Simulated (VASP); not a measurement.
Wanted: the native input for a VASP 6.6.1 run.

```yaml
Task: single point
Functional: PBE
Potentials_or_basis: VASP PAW PBE potentials, release 64 (Ti_sv, O)
Cutoff: 520 eV
k_mesh: 7 × 7 × 3
Occupations: gaussian, width 0.05 eV
Spin: no spin polarisation
Dipole_correction: no
Further_INCAR_settings: ALGO = Normal; EDIFF = 1e-06; NBANDS = 60
```

The structure of TiO2 lies in POSCAR:

```
TiO2
1.0
   -3.7992225376      0.0000000000      0.0000000000
    0.0000000000     -3.7992225376      0.0000000000
    0.0000000000      0.0000000000     12.6968968543
Ti O
4 8
Direct
    0.0000000000      1.0000000000      0.4773261218
    0.5000000000      0.5000000000      0.0954652244
    0.5000000000      0.0000000000      0.2863956731
    0.0000000000      0.5000000000      0.6682565705
    0.0000000000      0.0000000000      0.6350398092
    0.5000000000      0.5000000000      0.2531789118
    0.5000000000      0.0000000000      0.4441093605
    0.0000000000      0.5000000000      0.0622484631
    0.5000000000      0.0000000000      0.1286819856
    0.0000000000      0.5000000000      0.5105428830
    0.0000000000      0.0000000000      0.3196124343
    0.5000000000      0.5000000000      0.7014733318
```

These files were run (other wordings do the same):

INCAR

```
SYSTEM = TiO2
PREC = Accurate
ENCUT = 520
EDIFF = 1E-6
ISMEAR = 0
SIGMA = 0.05
LREAL = .FALSE.
LASPH = .TRUE.
NELM = 100
ALGO = Normal
ISIF = 2
LWAVE = .FALSE.
LCHARG = .FALSE.
GGA = PE
NBANDS = 60
```

KPOINTS

```
regular mesh
0
G
  7 7 3
  0 0 0
```

Potentials or basis: VASP PAW PBE potentials, release 64 (Ti_sv, O).

Command:

```sh
$ cat potpaw_PBE.64/Ti_sv/POTCAR potpaw_PBE.64/O/POTCAR > POTCAR
$ mpirun -np 1 vasp_std > vasp.out
```

It gave:

The pressure is -4.7 GPa, the largest force is 1.324 eV/Å and the band gap on the k mesh is 1.65 eV, indirect (least direct gap 2.07 eV).

Caveat: forces of over 1 eV/Å act on the atoms, so gaps and moduli don't describe the material at rest.

It took 13 min on 1 thread of Oxide Virtual Turin-like Processor (shared host), peak memory 0.38 GiB.
